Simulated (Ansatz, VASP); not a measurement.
**NiGe in VASP and in Ansatz**

File INCAR:

```
ALGO = Normal ; EDIFF = 1E-6
ENCUT = 520 ; GGA = PS
ISIF = 2 ; ISMEAR = 0
LASPH = T ; LCHARG = F
LREAL = F ; LWAVE = F
NBANDS = 58 ; NELM = 60
PREC = Accurate ; SIGMA = 0.15
```

Contents of KPOINTS:

```
k-points
0
Gamma
  8 12 8
```

File POSCAR:

```
NiGe
1.0
    5.3107947876      0.0000000000      0.0000000000
    0.0000000000      3.4400167648      0.0000000000
    0.0000000000      0.0000000000      5.6244723488
Ni Ge
4 4
Direct
    0.9929865338      0.7500000000      0.1888713156
    0.0070134662      0.2500000000      0.8111286844
    0.5070134662      0.2500000000      0.6888713156
    0.4929865338      0.7500000000      0.3111286844
    0.8116425502      0.7500000000      0.5883967035
    0.1883574498      0.2500000000      0.4116032965
    0.6883574498      0.2500000000      0.0883967035
    0.3116425502      0.7500000000      0.9116032965
```

Input for Ansatz:

```yaml
crystal:
  lattice:
    - [5.3107947876, 0.0, 0.0]
    - [0.0, 3.4400167648, 0.0]
    - [0.0, 0.0, 5.6244723488]
  atoms:
    - { symbol: Ni, position: [0.9929865338, 0.75, 0.1888713156] }
    - { symbol: Ni, position: [0.0070134662, 0.25, 0.8111286844] }
    - { symbol: Ni, position: [0.5070134662, 0.25, 0.6888713156] }
    - { symbol: Ni, position: [0.4929865338, 0.75, 0.3111286844] }
    - { symbol: Ge, position: [0.8116425502, 0.75, 0.5883967035] }
    - { symbol: Ge, position: [0.1883574498, 0.25, 0.4116032965] }
    - { symbol: Ge, position: [0.6883574498, 0.25, 0.0883967035] }
    - { symbol: Ge, position: [0.3116425502, 0.75, 0.9116032965] }
basis:
  ecutwfc: 420
kpoints:
  mp_grid: { grid: [8, 12, 8] }
hamiltonian:
  xc: pbesol
scf:
  occupations: { method: gaussian, width: 0.15 }
output:
  forces: true
  stress: true
  eigenvalues: true
```

Change from the starting cell: strain -0.0200 x Voigt [0, 0, 1, 0, 0, 0], atoms carried along.

Alike in both runs: task single point; functional PBEsol; k mesh 8 × 12 × 8; occupations gaussian, width 0.15 eV; no spin polarisation.

|  | VASP | Ansatz |
| --- | --- | --- |
| version | VASP 6.6.1 | Ansatz 0.2.0 |
| potentials or method | VASP PAW PBE potentials, release 64 (Ni, Ge_d), cutoff 520 eV | scalar-relativistic, plane waves, PAW |
| valence electrons in the cell | 96 | 128 |

|  | VASP | Ansatz | Ansatz less VASP |
| --- | --- | --- | --- |
| gap on the k mesh at the Fermi level (eV) | none | none | - |
| pressure (GPa) | 3.6 | 3.4 | -0.19 |
| traceless stress, the component that is largest in VASP (GPa) | 1.73 | 1.72 | -0.002 |
| rms of the force components (eV/Å) | 0.065 | 0.063 | -0.0023 |

VASP's potentials were made for PBE, not for PBEsol. Atom by atom the forces differ by 0.004 eV/Å (rms over components). A gap of «none» marks a metal or a gap that the smearing closes. VASP's potentials hold 96 valence electrons a cell and Ansatz's 128, so a difference there can come from the potentials and not from the codes.
